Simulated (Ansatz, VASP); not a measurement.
Hf3B2: VASP beside Ansatz

```
CELL_PARAMETERS angstrom
3.45825 0.00000 0.00000
-1.72913 2.99493 0.00000
0.00000 0.00000 7.87724
ATOMIC_POSITIONS crystal
Hf 0.66667 0.33333 0.33359
Hf 0.33333 0.66667 0.66641
Hf 0.00000 0.00000 0.00000
B 0.66667 0.33333 0.81786
B 0.33333 0.66667 0.18214
```

Change from the starting cell: species swapped into the Ga3Ni2 type (P-3m1, No. 164).

Alike in both runs: functional PBE; k mesh 12 × 12 × 8; occupations gaussian, width 0.1 eV; no spin polarisation.

Ansatz relaxed the structure, and its values are those at the end. VASP's run is a single point on that final structure, the one shown.

|  | VASP | Ansatz |
| --- | --- | --- |
| version | VASP 6.6.1 | Ansatz 0.2.0 |
| potentials or method | VASP PAW PBE potentials, release 64 (Hf_pv, B), cutoff 520 eV | scalar-relativistic, plane waves, PAW |
| valence electrons in the cell | 36 | 84 |

|  | VASP | Ansatz | Ansatz less VASP |
| --- | --- | --- | --- |
| gap on the k mesh at the Fermi level (eV) | none | none | - |
| pressure (GPa) | -0.2 | 0.0 | +0.22 |
| rms of the force components (eV/Å) | 0.014 | 0.000 | -0.0141 |

A gap of «none» marks a metal or a gap that the smearing closes. The functional is the same, so the differences come from potentials, cutoffs and numerics. VASP's potentials hold 36 valence electrons a cell and Ansatz's 84, so a difference there can come from the potentials and not from the codes.

Spin-orbit coupling is off throughout.
